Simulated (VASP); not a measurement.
# CdSnO2 (P-3m1) in VASP: a series of runs, part 3 of 3

VASP 6.6.1. Earlier steps stand in the parts before.

**5. Single point, PBE**

This run uses another cell than the first one, of 15.35 Å³/atom.

INCAR reads:

```
PREC = Accurate ; ENCUT = 520
EDIFF = 1E-7 ; ISMEAR = 0
SIGMA = 0.1 ; LREAL = False
LASPH = True ; NELM = 100
ALGO = Fast ; ISIF = 2
LWAVE = False ; LCHARG = False
GGA = PE ; NBANDS = 27
```

KPOINTS reads:

```
Automatic mesh
0
Gamma
  15 15 8
```

POSCAR reads:

```
CdSnO2
1.0
    3.4078120005      0.0000000000      0.0000000000
   -1.7039060002      2.9512517637      0.0000000000
    0.0000000000      0.0000000000      6.1030752726
Cd Sn O
1 1 2
Direct
    0.0000000000      0.0000000000      0.5000000000
    0.0000000000      0.0000000000      0.0000000000
    0.3333333333      0.6666666667      0.7281971127
    0.6666666667      0.3333333333      0.2718028873
```

Potentials or basis: VASP PAW PBE potentials, release 64 (Cd, Sn_d, O).

Launch:

```console
> cat potpaw_PBE.64/Cd/POTCAR potpaw_PBE.64/Sn_d/POTCAR potpaw_PBE.64/O/POTCAR > POTCAR
> mpirun -np 1 vasp_std > vasp.out
```

OUTCAR:

```text
PREC = Accurate
   ENCUT = 520
   EDIFF = 1E-7
   ISMEAR = 0
   LREAL = False
   LASPH = True
   NELM = 100
   ISIF = 2
   GGA = PE

 ion  position               nearest neighbor table
   1  0.000  0.000  0.500-   3 2.41   4 2.41   3 2.41   4 2.41   4 2.41   3 2.41   2 3.05   2 3.05

   2  0.000  0.000  0.000-   3 2.57   4 2.57   3 2.57   4 2.57   4 2.57   3 2.57   1 3.05   1 3.05

   3  0.333  0.667  0.728-   1 2.41   1 2.41   1 2.41   2 2.57   2 2.57   2 2.57
   4  0.667  0.333  0.272-   1 2.41   1 2.41   1 2.41   2 2.57   2 2.57   2 2.57

  LATTYP: Found a hexagonal cell.
 ALAT       =     3.4078120005
 C/A-ratio  =     1.7909072659

  Lattice vectors:

 A1 = (   3.4078120005,   0.0000000000,   0.0000000000)
 A2 = (  -1.7039060002,   2.9512517637,   0.0000000000)
 A3 = (   0.0000000000,   0.0000000000,   6.1030752726)

Analysis of symmetry for initial positions (statically):
=====================================================================
 Subroutine PRICEL returns:
 Original cell was already a primitive cell.

 Routine SETGRP: Setting up the symmetry group for a
 hexagonal supercell.

 Subroutine GETGRP returns: Found 12 space group operations
 (whereof 12 operations were pure point group operations)
 out of a pool of 24 trial point group operations.

The static configuration has the point symmetry D_3d.

Analysis of symmetry for dynamics (positions and initial velocities):
=====================================================================
 Subroutine PRICEL returns:
 Original cell was already a primitive cell.

 Routine SETGRP: Setting up the symmetry group for a
 hexagonal supercell.

 Subroutine GETGRP returns: Found 12 space group operations
 (whereof 12 operations were pure point group operations)
 out of a pool of 24 trial point group operations.

The dynamic configuration has the point symmetry D_3d.

 Subroutine INISYM returns: Found 12 space group operations
 (whereof 12 operations are pure point group operations),
[... 120 lines left out ...]
     AMIX_MAG =   1.60;   BMIX_MAG =  1.00
  volume/ion in A,a.u.               =      15.35       103.55
  Fermi-wavevector in a.u.,A,eV,Ry     =   1.395273  2.636683 26.487638  1.946786
  Thomas-Fermi vector in A             =   2.518741
   LORBIT       =      0    0 simple, 1 ext, 2 COOP (PROOUT), +10 PAW based schemes
   GGA     = PE    functional components
   LHFCALC =     F    Hartree Fock is set to
   AEXX    =    0.0000 exact exchange contribution
   IVDW    =     0    specifies the selected vdW correction
   LEPSILON=     F    determine dielectric tensor
   LRPA    =     F    only Hartree local field effects (RPA)
 non-spin polarized calculation
 RMM-DIIS sequential band-by-band and
 Gauss-broadening in eV      SIGMA  =   0.10
  energy-cutoff  :      520.00
  volume of cell :       61.38
 maximum number of plane-waves:      1690
 NGX is ok and might be reduce to    28
   NGX = 13   NGY = 13   NGZ = 23

 number of electron      38.0000007 magnetization

 Free energy of the ion-electron system (eV)
  ---------------------------------------------------
  ext. energy  EPLUGINS =         0.00000000
  ---------------------------------------------------
  free energy    TOTEN  =       -17.71458439 eV

  energy without entropy =      -17.71386806  energy(sigma->0) =      -17.71422623

 E-fermi :   4.9938     XC(G=0): -10.9437

 val. band max:        4.9168651932   @ k =   0.0000   0.3333   0.2500
 cond. band min:       5.0182580242   @ k =   0.0667   0.0000   0.5000
 fundamental gap:      0.1013928310
 Fermi energy:         4.9937780613

 k-point     1 :       0.0000    0.0000    0.0000
  band No.  band energies     occupation
      1     -16.3743      2.00000
      2     -16.3698      2.00000
      3     -16.3698      2.00000
      4     -16.2478      2.00000
      5     -16.2478      2.00000
      6     -12.9409      2.00000
[... 709 lines left out ...]
     26      15.1769      0.00000
     27      17.2487      0.00000

 [... further k-points ...]

------------------------ aborting loop because EDIFF is reached ----------------------------------------

  FORCE on cell =-STRESS in cart. coord.  units (eV):
  Direction    XX          YY          ZZ          XY          YZ          ZX
  --------------------------------------------------------------------------------------
  -------------------------------------------------------------------------------------
  Total        0.1663599      0.1663599      0.2079815      0.0000000     -0.0000000      0.0000000
  in kB        4.3423888      4.3423888      5.4288095      0.0000000     -0.0000000      0.0000000
  external PRESSURE =       4.7045291 kB  Pullay stress =       0.0000000 kB

 VOLUME and BASIS-vectors are now :
 -----------------------------------------------------------------------------
  energy-cutoff  :      520.00
  volume of cell :       61.38
      direct lattice vectors                 reciprocal lattice vectors
     3.407812000  0.000000000  0.000000000     0.293443418  0.169419636  0.000000000
    -1.703906000  2.951251764  0.000000000     0.000000000  0.338839272  0.000000000
     0.000000000  0.000000000  6.103075273     0.000000000  0.000000000  0.163851821

 POSITION                                       TOTAL-FORCE (eV/Angst)
 -----------------------------------------------------------------------------------
      0.00000      0.00000      3.05154         0.000000      0.000000     -0.000000
      0.00000      0.00000      0.00000         0.000000      0.000000     -0.000000
     -0.00000      1.96750      4.44424        -0.000000      0.000000      0.048819
      1.70391      0.98375      1.65883         0.000000     -0.000000     -0.048819
 -----------------------------------------------------------------------------------
    total drift:                                0.000000     -0.000000      0.000000

  FREE ENERGIE OF THE ION-ELECTRON SYSTEM (eV)
  ---------------------------------------------------
  free  energy   TOTEN  =       -17.7145843923 eV

  energy  without entropy=      -17.7138680621  energy(sigma->0) =      -17.71422623
```

OSZICAR:

```text
N       E                     dE             d eps       ncg     rms          rms(c)
DAV:   1     0.389474446364E+03    0.38947E+03   -0.19210E+04 10691   0.192E+03
DAV:   2     0.242224369453E+02   -0.36525E+03   -0.34807E+03 11033   0.507E+02
DAV:   3    -0.201055156037E+02   -0.44328E+02   -0.43506E+02 11774   0.154E+02
DAV:   4    -0.215640218580E+02   -0.14585E+01   -0.14538E+01 11603   0.294E+01
DAV:   5    -0.215930394152E+02   -0.29018E-01   -0.29013E-01 12436   0.435E+00    0.127E+01
RMM:   6    -0.181967773519E+02    0.33963E+01   -0.11723E+01 12569   0.159E+01    0.101E+01
RMM:   7    -0.177631873536E+02    0.43359E+00   -0.86836E-01 13145   0.601E+00    0.477E+00
RMM:   8    -0.177186399184E+02    0.44547E-01   -0.29686E-01 12173   0.368E+00    0.747E-01
RMM:   9    -0.177147910109E+02    0.38489E-02   -0.19197E-02 14828   0.132E+00    0.267E-01
RMM:  10    -0.177143670292E+02    0.42398E-03   -0.50307E-03 15203   0.514E-01    0.101E-01
RMM:  11    -0.177145667399E+02   -0.19971E-03   -0.11181E-03 15039   0.261E-01    0.440E-02
RMM:  12    -0.177145736668E+02   -0.69270E-05   -0.35218E-04 15503   0.138E-01    0.108E-02
RMM:  13    -0.177145821358E+02   -0.84690E-05   -0.86961E-05 16953   0.684E-02    0.589E-03
RMM:  14    -0.177145837575E+02   -0.16218E-05   -0.20142E-05 14820   0.298E-02    0.516E-03
RMM:  15    -0.177145841622E+02   -0.40465E-06   -0.50267E-06 13609   0.168E-02    0.148E-03
RMM:  16    -0.177145843714E+02   -0.20920E-06   -0.15247E-06 14310   0.799E-03    0.539E-04
RMM:  17    -0.177145843923E+02   -0.20882E-07   -0.30199E-07  8453   0.337E-03
   1 F= -.17714584E+02 E0= -.17714226E+02  d E =-.716330E-03
```

stdout:

```text
POSCAR found type information on POSCAR CdSnO
 POSCAR found :  3 types and       4 ions
 scaLAPACK will be used
 LDA part: xc-table for (Slater+PW92), standard interpolation
 POSCAR, INCAR and KPOINTS ok, starting setup
 FFT: planning ... GRIDC
 FFT: planning ... GRID_SOFT
 FFT: planning ... GRID
 WAVECAR not read
 entering main loop
WARNING in EDDRMM: call to ZHEGV failed, returncode =   6  3     19
WARNING in EDDRMM: call to ZHEGV failed, returncode =   8  4     27
WARNING in EDDRMM: call to ZHEGV failed, returncode =   8  4     25
WARNING in EDDRMM: call to ZHEGV failed, returncode =   8  4     24
 num prob WARNING in EDDRMM: call to ZHEGV failed, returncode =   8  4     26
WARNING in EDDRMM: call to ZHEGV failed, returncode =   8  4     25
 num prob  num prob  num prob  num prob  num prob WARNING in EDDRMM: call to ZHEGV failed, returncode =   6  3     16
 num prob  num prob  num prob  num prob WARNING in EDDRMM: call to ZHEGV failed, returncode =   6  3     25
 num prob  num prob  num prob  num prob  num prob  num prob  num prob RMM:  17    -0.177145843923E+02   -0.20882E-07   -0.30199E-07  8453   0.337E-03
```

Run time: 9.3 min. Hardware: 1 thread of Oxide Virtual Turin-like, shared host; peak memory 0.39 GiB.

What came out:

```yaml
Free_energy: -17.7146 eV
Pressure: 0.5 GPa
Largest_force: 0.049 eV/Å
Band_gap_on_the_k_mesh: zero (bands 19 and 20 overlap by 0.20 eV)
```

Forces on the atoms (eV/Å):
```
Cd   0.000  0.000  0.000
Sn   0.000  0.000  0.000
O    0.000  0.000  0.049
O    0.000  0.000 -0.049
```

Caveat: semilocal functionals underestimate gaps, and a narrow one can read as zero; spin-orbit coupling is left out, which moves the levels of the heavy elements.

**6. Summary**

| task | cell | k mesh | cutoff (eV) | gap on the mesh (eV) | pressure (GPa) | largest force (eV/Å) |
| --- | --- | --- | --- | --- | --- | --- |
| single point | a = 2.931, b = 2.931, c = 4.826 Å, angles 90.0, 90.0, 120.0°, 4 atoms, atomic positions A | 6 × 6 × 4 | 520 | none | 201.5 | 0.79 |
| single point | a = 3.411, b = 3.411, c = 6.098 Å, angles 90.0, 90.0, 120.0°, 4 atoms, atomic positions B | 6 × 6 × 4 | 520 | none | 0.4 | 0.04 |
| relaxation of cell and atoms | relaxed from a = 2.931, b = 2.931, c = 4.826 Å, angles 90.0, 90.0, 120.0°, 4 atoms, atomic positions A | 6 × 6 × 4 | 600 | none | 0.0 | 0.01 |
| single point | a = 3.408, b = 3.408, c = 6.103 Å, angles 90.0, 90.0, 120.0°, 4 atoms, atomic positions C | 15 × 15 × 8 | 520 | none | 0.5 | 0.05 |

Alike in all rows: level PBE; potentials or basis VASP PAW PBE potentials, release 64 (Cd, Sn_d, O); no spin polarisation; smearing gaussian 0.1 eV.

Caveats: some runs use coarse meshes; spin-orbit coupling is left out, which moves the levels of the heavy elements; semilocal functionals underestimate gaps, and a narrow one can read as zero (at least some runs); the volume moved by over 15 % at a fixed basis, so the end points are rough (at least some runs).

Absolute energies hang on the potentials; compare differences alone.

The gap in the log of VASP goes by the Fermi energy; the results here count the filled bands.